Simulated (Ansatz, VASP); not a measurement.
## Si: VASP beside Ansatz

```xyz
4
Lattice="-3.0863 3.0863 1.9304 3.0863 -3.0863 1.9304 2.8521 2.8521 -1.9304" Properties=species:S:1:pos:R:3 pbc="T T T"
Si    1.0188    1.0188    0.0000
Si    1.8333    1.8333    1.9304
Si    1.9838   -1.9838    1.9304
Si   -1.9838    1.9838    1.9304
```

Change from the starting cell: engineering shear strain xy -0.0700, equal normal strain along x and y -0.1125.

Alike in both runs: task single point; functional PBE; k mesh 10 × 10 × 10; occupations gaussian, width 0.05 eV; no spin polarisation.

|  | VASP | Ansatz |
| --- | --- | --- |
| version | VASP 6.6.1 | Ansatz 0.2.0 |
| potentials or method | VASP PAW PBE potentials, release 64 (Si), cutoff 520 eV | scalar-relativistic, plane waves, PAW |
| valence electrons in the cell | 16 | 16 |

Ansatz gave:

```
gap on the k mesh at the Fermi level (eV)                     : none
pressure (GPa)                                                : 32.2
traceless stress, the component that is largest in VASP (GPa) : -20.21
rms of the force components (eV/Å)                            : 2.071
```

Problem. What did VASP give for the same quantities?

Solution. gap on the k mesh at the Fermi level (eV): none; pressure (GPa): 32.0; traceless stress, the component that is largest in VASP (GPa): -20.16; rms of the force components (eV/Å): 2.060.

Atom by atom the forces differ by 0.012 eV/Å (rms over components). A gap of «none» marks a metal or a gap that the smearing closes. Both programs put the cell under a high pressure, so it lies far from rest at this level.
